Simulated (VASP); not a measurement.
C: single point with LDA

The system is C.

```
C
1.0
     0.00000    1.72371    1.85299
     1.72371    0.00000    1.85299
     1.72371    1.72371    0.00000
C
2
Direct
  0.50000 0.50000 0.50000
  0.75000 0.75000 0.75000
```

This cell differs from its parent crystal: volume 5.506 Å^3 an atom, c/a of the conventional cell 1.0750.

```yaml
Program: VASP 6.6.1
Task: single point
Functional: LDA
Potentials_or_basis: VASP PAW LDA potentials, release 64 (C)
Cutoff: 520 eV
k_mesh: 12 × 12 × 12
Occupations: gaussian, width 0.05 eV
Spin: no spin polarisation
```

- Pressure: 1.8 GPa
- Band gap on the k mesh: 3.28 eV, indirect (least direct gap 4.98 eV)

Stress tensor (GPa, compression positive):
```
 26.48   0.00   0.00
  0.00  26.48   0.00
  0.00   0.00 -47.56
```

Levels at points of the mesh, in eV from the valence-band top:
| k point | band 1 | band 2 | band 3 | band 4 | band 5 | band 6 | band 7 | band 8 | band 9 |
| --- | --- | --- | --- | --- | --- | --- | --- | --- | --- |
| (0.00, 0.00, 0.00) | -22.12 | -1.20 | 0.00 | 0.00 | 4.98 | 4.98 | 5.87 | 13.73 | 19.06 |
| (0.50, 0.00, 0.00) | -16.08 | -14.08 | -3.96 | -2.56 | 6.88 | 8.42 | 9.92 | 15.32 | 21.42 |
| (0.50, 0.50, 0.00) | -13.97 | -13.97 | -6.11 | -6.11 | 5.55 | 5.55 | 16.37 | 16.37 | 22.28 |
| (0.50, 0.00, 0.50) | -12.82 | -12.82 | -7.19 | -7.19 | 3.84 | 3.84 | 16.51 | 16.51 | 23.18 |

Wall time 8.5 s on 1 thread of Intel Xeon 6975P-C, with other jobs on the host, peak memory 0.12 GiB.

 A k mesh can miss the band edges.
